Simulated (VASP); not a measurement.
Write the native input for VASP 6.6.1 that does the following.

```yaml
Task: single point
Functional: PBE
Dispersion: D3(BJ)
Potentials_or_basis: VASP PAW PBE potentials, release 64 (Zr_sv, S)
Cutoff: 500 eV
k_mesh: 12 × 12 × 8
Occupations: fermi-dirac, width 0.15 eV
Spin: no spin polarisation
Dipole_correction: no
Further_INCAR_settings: ALGO = Normal; EDIFF = 1e-06; NBANDS = 19
```

The structure of ZrS2 lies in POSCAR:

```
ZrS2
1.0
    3.4175725807      0.0000000000      0.0000000000
   -1.7087862903      2.9597046742      0.0000000000
    0.0000000000      0.0000000000      5.1909609527
Zr S
1 2
Direct
    0.0000000000      0.0000000000      0.0000000000
    0.3333333333      0.6666666667      0.2905922235
    0.6666666667      0.3333333333      0.7094077765
```

One way to write it, as run:

INCAR

```
  PREC = Accurate
  ENCUT = 500
  EDIFF = 1E-6
  ISMEAR = -1
  SIGMA = 0.15
  LREAL = False
  LASPH = True
  NELM = 120
  ALGO = Normal
  ISIF = 2
  LWAVE = False
  LCHARG = True
  GGA = PE
  IVDW = 12
  LELF = True
  LVHAR = True
  NBANDS = 19
  GGA_COMPAT = False
```

KPOINTS

```
Automatic mesh
0
Gamma
  12 12 8
```

Potentials or basis: VASP PAW PBE potentials, release 64 (Zr_sv, S).

Command:

```bash
$ cat potpaw_PBE.64/Zr_sv/POTCAR potpaw_PBE.64/S/POTCAR > POTCAR
$ mpirun -np 1 vasp_std > vasp.out
```

It gave:

- Pressure: 16.0 GPa
- Band gap on the k mesh: zero (bands 12 and 13 overlap by 0.55 eV)
- Dispersion energy per atom: -0.461 eV

Caveat: the cell stands under pressure.

Wall time 85 s on 1 thread of AMD EPYC 7R13 Processor (Zen 3), on a shared host, peak memory 0.24 GiB.
